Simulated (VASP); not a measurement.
Wanted: the native input for a VASP 6.6.1 run.

```
Task                   : single point
Functional             : PBE
Potentials or basis    : VASP PAW PBE potentials, release 64 (Fe, Ge_d)
Cutoff                 : 520 eV
k mesh                 : 14 × 14 × 14
Occupations            : fermi-dirac, width 0.05 eV
Spin                   : collinear spin, ferromagnetic start
Starting moments       : [2.5, 0.0] μB
Dipole correction      : no
Further INCAR settings : ALGO = Normal; EDIFF = 1e-07; NBANDS = 22
```

The structure of FeGe (rocksalt type) lies in POSCAR:

```
FeGe
1.0
    0.0000000000      2.4915895796      2.4915895796
    2.4915895796      0.0000000000      2.4915895796
    2.4915895796      2.4915895796      0.0000000000
Fe Ge
1 1
Direct
    0.0000000000      0.0000000000      0.0000000000
    0.5000000000      0.5000000000      0.5000000000
```

These files were run (other wordings do the same):

INCAR

```
SYSTEM = FeGe
  PREC = Accurate
  ENCUT = 520
  EDIFF = 1E-7
  ISMEAR = -1
  SIGMA = 0.05
  LREAL = .FALSE.
  LASPH = .TRUE.
  NELM = 150
  ALGO = Normal
  ISIF = 2
  LWAVE = .FALSE.
  LCHARG = .FALSE.
  ISPIN = 2
  MAGMOM = 2.5 0
  LORBIT = 11
  LMAXMIX = 4
  GGA = PE
  NBANDS = 22
```

KPOINTS

```
Automatic mesh
0
G
  14 14 14
  0 0 0
```

Potentials or basis: VASP PAW PBE potentials, release 64 (Fe, Ge_d).

Launch:

```bash
$ cat potpaw_PBE.64/Fe/POTCAR potpaw_PBE.64/Ge_d/POTCAR > POTCAR
$ mpirun -np 1 vasp_std > vasp.out
```

It gave:

```
Pressure                                              : -2.1 GPa
Net moment                                            : 2.17 μB per cell
Site moments                                          : Fe +2.28; Ge -0.09 μB
Valence electrons inside the program's atomic spheres : Fe 7.09; Ge 12.40
```

Run time: 4 min on 1 thread of Oxide Virtual Turin-like Processor (shared host), peak memory 0.22 GiB.
